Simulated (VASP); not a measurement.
# SnO (Pmmn) in VASP: a series of runs

Runs on SnO. Level: PBE. Tasks: single point.

Everything below comes from runs of VASP 6.6.1. Logs are shortened: lines on timing, memory, paths and dates and some standing lists are left out, and cuts for length are marked.

**1. The cell of the first run**

The structure is orthorhombic, space group Pmmn (No. 59). The conventional cell has a = 3.446 Å, b = 4.158 Å, c = 4.836 Å, α = 90.00°, β = 90.00°, γ = 90.00°. Sn (site symmetry mm2) has 4 O at 2.07 to 2.38 Å within 2.7 Å. O (site symmetry mm2) has 4 Sn at 2.07 to 2.38 Å and 4 O at 2.70 Å within 2.8 Å.

**2. Single point, PBE (strain +0.0937 x Voigt [1, -1, 0, 0, 0, 0])**

INCAR

```
SYSTEM = SnO
ALGO     = Normal         ! electronic algorithm
EDIFF    = 1E-7           ! SCF threshold, eV
ENCUT    = 520            ! plane-wave cutoff, eV
GGA      = PE             ! functional
ISIF     = 2              ! what is computed and relaxed
ISMEAR   = 0              ! smearing method
LASPH    = .True.         ! aspherical terms in the spheres
LCHARG   = .False.        ! write CHGCAR
LREAL    = .False.        ! projectors in reciprocal space
LWAVE    = .False.        ! write WAVECAR
NBANDS   = 28             ! bands
NELM     = 100            ! most SCF steps
PREC     = Accurate       ! precision mode
SIGMA    = 0.15           ! smearing width, eV
```

KPOINTS

```
k-points
0
Gamma
  12 12 10
  0 0 0
```

POSCAR

```
SnO
1.0
    4.1582474000      0.0000000000      0.0000000000
    0.0000000000      3.4457526000      0.0000000000
    0.0000000000      0.0000000000      4.8360000000
Sn O
2 2
Direct
    0.0000000000      0.5000000000      0.2385000000
    0.5000000000      0.0000000000      0.7615000000
    0.0000000000      0.0000000000      0.0000000000
    0.5000000000      0.5000000000      0.0000000000
```

Potentials or basis: VASP PAW PBE potentials, release 64 (Sn_d, O).

Launch:

```bash
$ cat potpaw_PBE.64/Sn_d/POTCAR potpaw_PBE.64/O/POTCAR > POTCAR
$ mpirun -np 1 vasp_std > vasp.out
```

OUTCAR:

```text
SYSTEM = SnO
   EDIFF = 1E-7
   ENCUT = 520
   GGA = PE
   ISIF = 2
   ISMEAR = 0
   LASPH = .True.
   LREAL = .False.
   NELM = 100
   PREC = Accurate

 ion  position               nearest neighbor table
   1  0.000  0.500  0.239-   3 2.07   3 2.07   4 2.38   4 2.38   2 3.55   2 3.55   2 3.55   2 3.55
                             2 3.70   2 3.70   2 3.70   2 3.70
   2  0.500  0.000  0.761-   4 2.07   4 2.07   3 2.38   3 2.38   1 3.55   1 3.55   1 3.55   1 3.55
                             1 3.70   1 3.70   1 3.70   1 3.70
   3  0.000  0.000  0.000-   1 2.07   1 2.07   2 2.38   2 2.38
   4  0.500  0.500  0.000-   2 2.07   2 2.07   1 2.38   1 2.38

  LATTYP: Found a simple orthorhombic cell.
 ALAT       =     3.4457526000
 B/A-ratio  =     1.2067747986
 C/A-ratio  =     1.4034669813

  Lattice vectors:

 A1 = (   0.0000000000,  -3.4457526000,   0.0000000000)
 A2 = (   4.1582474000,   0.0000000000,   0.0000000000)
 A3 = (   0.0000000000,   0.0000000000,   4.8360000000)

Analysis of symmetry for initial positions (statically):
=====================================================================
 Subroutine PRICEL returns:
 Original cell was already a primitive cell.

 Routine SETGRP: Setting up the symmetry group for a
 simple orthorhombic supercell.

 Subroutine GETGRP returns: Found  8 space group operations
 (whereof  4 operations were pure point group operations)
 out of a pool of  8 trial point group operations.

The static configuration has the point symmetry C_2v.
 The point group associated with its full space group is D_2h.

Analysis of symmetry for dynamics (positions and initial velocities):
=====================================================================
 Subroutine PRICEL returns:
 Original cell was already a primitive cell.

 Routine SETGRP: Setting up the symmetry group for a
 simple orthorhombic supercell.

 Subroutine GETGRP returns: Found  8 space group operations
 (whereof  4 operations were pure point group operations)
 out of a pool of  8 trial point group operations.

The dynamic configuration has the point symmetry C_2v.
 The point group associated with its full space group is D_2h.

 Subroutine INISYM returns: Found  8 space group operations
 (whereof  4 operations are pure point group operations),
 and found     1 'primitive' translations

----------------------------------------------------------------------------------------

                                     Primitive cell

  volume of cell :      69.2916

  direct lattice vectors                    reciprocal lattice vectors
     4.158247400  0.000000000  0.000000000     0.240485932  0.000000000  0.000000000
     0.000000000  3.445752600  0.000000000     0.000000000  0.290212362  0.000000000
     0.000000000  0.000000000  4.836000000     0.000000000  0.000000000  0.206782465

  length of vectors
     4.158247400  3.445752600  4.836000000     0.240485932  0.290212362  0.206782465

  position of ions in fractional coordinates (direct lattice)
     0.000000000  0.500000000  0.238500000
     0.500000000  0.000000000  0.761500000
     0.000000000  0.000000000  0.000000000
     0.500000000  0.500000000  0.000000000

  ion indices of the primitive-cell ions
   primitive index   ion index
                 1           1
                 2           2
                 3           3
                 4           4

----------------------------------------------------------------------------------------

 KPOINTS: k-points

Automatic generation of k-mesh.
 Grid dimensions read from file:
 generate k-points for:   12   12   10

 Generating k-lattice:

  Cartesian coordinates                     Fractional coordinates (reciprocal lattice)
     0.020040494  0.000000000  0.000000000     0.083333333  0.000000000  0.000000000
     0.000000000  0.024184363  0.000000000     0.000000000  0.083333333  0.000000000
     0.000000000  0.000000000  0.020678246     0.000000000  0.000000000  0.100000000

  Length of vectors
     0.020040494  0.024184363  0.020678246

  Shift w.r.t. Gamma in fractional coordinates (k-lattice)
     0.000000000  0.000000000  0.000000000

 Subroutine IBZKPT returns following result:
 ===========================================

 Found    294 irreducible k-points:

 Following reciprocal coordinates:
            Coordinates               Weight
  0.000000  0.000000  0.000000      1.000000
  0.083333  0.000000  0.000000      2.000000
  0.166667  0.000000  0.000000      2.000000
  0.250000  0.000000  0.000000      2.000000
  0.333333  0.000000  0.000000      2.000000
  0.416667  0.000000  0.000000      2.000000
[... 16 lines left out ...]
  0.083333  0.250000  0.000000      4.000000
  0.166667  0.250000  0.000000      4.000000
 [... further k-points ...]
   k-points           NKPTS =    294   k-points in BZ     NKDIM =    294   number of bands    NBANDS=     28
   number of dos      NEDOS =    301   number of ions     NIONS =      4
   total plane-waves  NPLWV =  32256
   dimension x,y,z NGX =    32 NGY =   28 NGZ =   36
   dimension x,y,z NGXF=    64 NGYF=   56 NGZF=   72
   ions per type =               2   2
   NGX,Y,Z   is equivalent  to a cutoff of  12.79, 13.51, 12.38 a.u.
   NGXF,Y,Z  is equivalent  to a cutoff of  25.59, 27.02, 24.75 a.u.
 SYSTEM =  SnO
   PREC   = accura    normal or accurate (medium, high low for compatibility)
   ISTART =      0    job   : 0-new  1-cont  2-samecut
   ICHARG =      2    charge: 1-file 2-atom 10-const
   ISPIN  =      1    spin polarized calculation?
   LNONCOLLINEAR =      F non collinear calculations
   LSORBIT =      F    spin-orbit coupling
   LASPH  =      T    aspherical Exc in radial PAW
   ENCUT  =  520.0 eV  38.22 Ry    6.18 a.u.   7.73  6.41  8.99*2*pi/ulx,y,z
   NELM   =    100;   NELMIN=  2; NELMDL= -5     # of ELM steps
   EDIFF  = 0.1E-06   stopping-criterion for ELM
   LREAL  =      F    real-space projection
   EDIFFG = 0.1E-05   stopping-criterion for IOM
   NSW    =      0    number of steps for IOM
   IBRION =     -1    ionic relax: 0-MD 1-quasi-New 2-CG
   NFREE  =      0    steps in history (QN), initial steepest desc. (CG)
   ISIF   =      2    stress and relaxation
   ISYM   =      2    0-nonsym 1-usesym 2-fastsym
   POTIM  = 0.5000    time-step for ionic-motion
   TEBEG  =    0.0;   TEEND  =   0.0 temperature during run
   PSTRESS=    0.0 pullay stress
   NELECT =      40.0000    total number of electrons
   NUPDOWN=      -1.0000    fix difference up-down
   EMIN   =  10.00;   EMAX   =-10.00  energy-range for DOS
   EFERMI =   0.00;   METHOD = LEGACY
   ISMEAR =     0;   SIGMA  =   0.15  broadening in eV -4-tet -1-fermi 0-gaus
   EFERMI_NEDOS =   21; number of points for ismear=-14 and -15
   IALGO  =     38    algorithm
   IMIX   =      4    mixing-type and parameters
     AMIX     =   0.40;   BMIX     =  1.00
     AMIX_MAG =   1.60;   BMIX_MAG =  1.00
  volume/ion in A,a.u.               =      17.32       116.90
  Fermi-wavevector in a.u.,A,eV,Ry     =   1.363122  2.575926 25.280991  1.858100
  Thomas-Fermi vector in A             =   2.489552
   LORBIT       =      0    0 simple, 1 ext, 2 COOP (PROOUT), +10 PAW based schemes
   GGA     = PE    functional components
   LHFCALC =     F    Hartree Fock is set to
   AEXX    =    0.0000 exact exchange contribution
   IVDW    =     0    specifies the selected vdW correction
   LEPSILON=     F    determine dielectric tensor
   LRPA    =     F    only Hartree local field effects (RPA)
 non-spin polarized calculation
 Gauss-broadening in eV      SIGMA  =   0.15
  energy-cutoff  :      520.00
  volume of cell :       69.29
 maximum number of plane-waves:      1900
 NGX is ok and might be reduce to    32
   NGX = 15   NGY = 13   NGZ = 17

 number of electron      39.9999990 magnetization

 Free energy of the ion-electron system (eV)
  ---------------------------------------------------
  ext. energy  EPLUGINS =         0.00000000
  ---------------------------------------------------
  free energy    TOTEN  =       -22.33694765 eV

  energy without entropy =      -22.33594424  energy(sigma->0) =      -22.33644594

 E-fermi :   7.4791     XC(G=0): -10.3008

 val. band max:        7.4579637745   @ k =   0.0000   0.1667   0.0000
 cond. band min:       7.5521000606   @ k =   0.5000   0.5000   0.1000
 fundamental gap:      0.0941362861
 Fermi energy:         7.4791389368

 k-point     1 :       0.0000    0.0000    0.0000
  band No.  band energies     occupation
      1     -14.8854      2.00000
      2     -14.5489      2.00000
      3     -14.3272      2.00000
      4     -14.3083      2.00000
      5     -14.2654      2.00000
      6     -14.2526      2.00000
[... 20 lines left out ...]
     27      14.9015      0.00000
     28      15.9388      0.00000

 k-point     2 :       0.0833    0.0000    0.0000
  band No.  band energies     occupation
      1     -14.8819      2.00000
      2     -14.5582      2.00000
      3     -14.3253      2.00000
      4     -14.3070      2.00000
      5     -14.2655      2.00000
      6     -14.2508      2.00000
[... 20 lines left out ...]
     27      14.9197      0.00000
     28      15.9956      0.00000

 k-point     3 :       0.1667    0.0000    0.0000
  band No.  band energies     occupation
      1     -14.8715      2.00000
      2     -14.5847      2.00000
      3     -14.3198      2.00000
      4     -14.3033      2.00000
      5     -14.2658      2.00000
      6     -14.2457      2.00000
[... 20 lines left out ...]
     27      14.9649      0.00000
     28      16.1923      0.00000

 k-point     4 :       0.2500    0.0000    0.0000
  band No.  band energies     occupation
      1     -14.8541      2.00000
      2     -14.6243      2.00000
      3     -14.3111      2.00000
      4     -14.2974      2.00000
      5     -14.2665      2.00000
      6     -14.2376      2.00000
[... 578 lines left out ...]
     27      13.6724      0.00000
     28      17.7164      0.00000

 k-point    23 :       0.0833    0.2500    0.0000
  band No.  band energies     occupation
      1     -14.8637      2.00000
      2     -14.6401      2.00000
      3     -14.3227      2.00000
      4     -14.3118      2.00000
      5     -14.3018      2.00000
      6     -14.2840      2.00000
[... 20 lines left out ...]
     27      13.9848      0.00000
     28      16.9458      0.00000

 k-point    24 :       0.1667    0.2500    0.0000
  band No.  band energies     occupation
      1     -14.8585      2.00000
      2     -14.6635      2.00000
      3     -14.3263      2.00000
      4     -14.3095      2.00000
      5     -14.2906      2.00000
      6     -14.2829      2.00000
[... 20 lines left out ...]
     27      14.7082      0.00000
     28      16.0491      0.00000

 [... further k-points ...]
[... 5 lines left out ...]
  --------------------------------------------------------------------------------------
  -------------------------------------------------------------------------------------
  Total        0.4443454      7.3618685      3.4042431      0.0000000      0.0000000      0.0000000
  in kB       10.2742594    170.2228786     78.7137193      0.0000000      0.0000000      0.0000000
  external PRESSURE =      86.4036191 kB  Pullay stress =       0.0000000 kB

 VOLUME and BASIS-vectors are now :
 -----------------------------------------------------------------------------
  energy-cutoff  :      520.00
  volume of cell :       69.29
      direct lattice vectors                 reciprocal lattice vectors
     4.158247400  0.000000000  0.000000000     0.240485932  0.000000000  0.000000000
     0.000000000  3.445752600  0.000000000     0.000000000  0.290212362  0.000000000
     0.000000000  0.000000000  4.836000000     0.000000000  0.000000000  0.206782465

 POSITION                                       TOTAL-FORCE (eV/Angst)
 -----------------------------------------------------------------------------------
      0.00000      1.72288      1.15339         0.000000      0.000000      1.269418
      2.07912      0.00000      3.68261         0.000000      0.000000     -1.269418
      0.00000      0.00000      0.00000         0.000000      0.000000     -1.537239
      2.07912      1.72288      0.00000         0.000000      0.000000      1.537239
 -----------------------------------------------------------------------------------
    total drift:                                0.000000     -0.000000      0.000000

  FREE ENERGIE OF THE ION-ELECTRON SYSTEM (eV)
  ---------------------------------------------------
  free  energy   TOTEN  =       -22.3369476492 eV

  energy  without entropy=      -22.3359442364  energy(sigma->0) =      -22.33644594
```

Run time: 4.7 min. Hardware: 1 thread of Intel Xeon 6975P-C (Granite Rapids), shared host; peak memory 0.53 GiB.

Results:

* Free energy: -22.3369 eV
* Pressure: 8.6 GPa
* Largest force: 1.537 eV/Å
* Band gap on the k mesh: zero (bands 20 and 21 overlap by 0.05 eV)

Forces in eV/Å, atoms in the order of the input:
```
Sn   0.000  0.000  1.269
Sn   0.000  0.000 -1.269
O    0.000  0.000 -1.537
O    0.000  0.000  1.537
```

Caveat: the cell differs from its parent crystal (strain +0.0937 x Voigt [1, -1, 0, 0, 0, 0]); the cell stands under pressure; semilocal functionals underestimate gaps, so a narrow gap can read as zero; spin-orbit coupling is left out, which moves the levels of the heavy elements; forces of over 1 eV/Å act on the atoms, so gaps and moduli don't describe the material at rest.

**3. Single point, PBE (strain -0.0750 x Voigt [1, -1, 0, 0, 0, 0])**

INCAR

```
SYSTEM = SnO
PREC = Accurate ; ENCUT = 520
EDIFF = 1E-7 ; ISMEAR = 0
SIGMA = 0.15 ; LREAL = .False.
LASPH = .True. ; NELM = 100
ALGO = Normal ; ISIF = 2
LWAVE = .False. ; LCHARG = .False.
GGA = PE ; NBANDS = 28
```

KPOINTS

```
Automatic mesh
0
Gamma
  12 12 10
  0 0 0
```

Changes to POSCAR since step 2:

```diff
@@ -2,4 +2,4 @@
 1.0
-    4.1582474000      0.0000000000      0.0000000000
-    0.0000000000      3.4457526000      0.0000000000
+    3.5168500000      0.0000000000      0.0000000000
+    0.0000000000      4.0871500000      0.0000000000
     0.0000000000      0.0000000000      4.8360000000
```

Potentials or basis: VASP PAW PBE potentials, release 64 (Sn_d, O).

Launch:

```bash
$ cat potpaw_PBE.64/Sn_d/POTCAR potpaw_PBE.64/O/POTCAR > POTCAR
$ mpirun -np 1 vasp_std > vasp.out
```

Wall time 4.2 min (1 thread of Intel Xeon 6975P-C (Granite Rapids), shared host); peak memory 0.53 GiB.

It converged, with:

* Free energy: -22.4632 eV
* Pressure: 7.1 GPa
* Largest force: 1.188 eV/Å
* Band gap on the k mesh: zero (bands 20 and 21 overlap by 0.05 eV)

Forces on the atoms (eV/Å):
```
Sn   0.000  0.000  0.966
Sn   0.000  0.000 -0.966
O    0.000  0.000  1.188
O    0.000  0.000 -1.188
```

Stress tensor (GPa, compression positive):
```
13.58  0.00  0.00
 0.00  1.36  0.00
 0.00  0.00  6.32
```

Levels at points of the mesh, in eV from the Fermi level:
```
           k point  band 16  band 17  band 18  band 19  band 20  band 21  band 22  band 23  band 24  band 25
(0.00, 0.00, 0.00)    -6.13    -3.81    -3.78    -3.00    -0.15     2.12     3.39     4.25     4.36     5.90
(0.50, 0.00, 0.00)    -5.31    -5.05    -5.05    -2.72    -2.72     3.11     3.11     4.88     4.88     6.53
(0.00, 0.50, 0.00)    -5.30    -5.05    -5.05    -3.04    -3.04     2.93     2.93     5.47     5.47     6.93
(0.50, 0.50, 0.00)    -5.43    -2.90    -2.90    -1.97    -1.97    -0.08    -0.08     4.41     4.41     6.89
(0.00, 0.00, 0.50)    -4.29    -3.82    -3.01    -2.85    -2.46     1.47     1.83     3.43     4.37     7.13
(0.50, 0.00, 0.50)    -5.83    -5.01    -5.01    -1.99    -1.99     2.77     2.77     4.42     4.42     6.96
(0.00, 0.50, 0.50)    -5.56    -5.02    -5.02    -1.91    -1.91     2.10     2.10     6.08     6.08     6.46
(0.50, 0.50, 0.50)    -5.87    -2.96    -2.96    -2.69    -2.69     2.15     2.15     3.80     3.80     5.66
```

Caveat: the cell differs from its parent crystal (strain -0.0750 x Voigt [1, -1, 0, 0, 0, 0]); the cell stands under pressure; semilocal functionals underestimate gaps, so a narrow gap can read as zero; spin-orbit coupling is left out, which moves the levels of the heavy elements; forces of over 1 eV/Å act on the atoms, so gaps and moduli don't describe the material at rest.
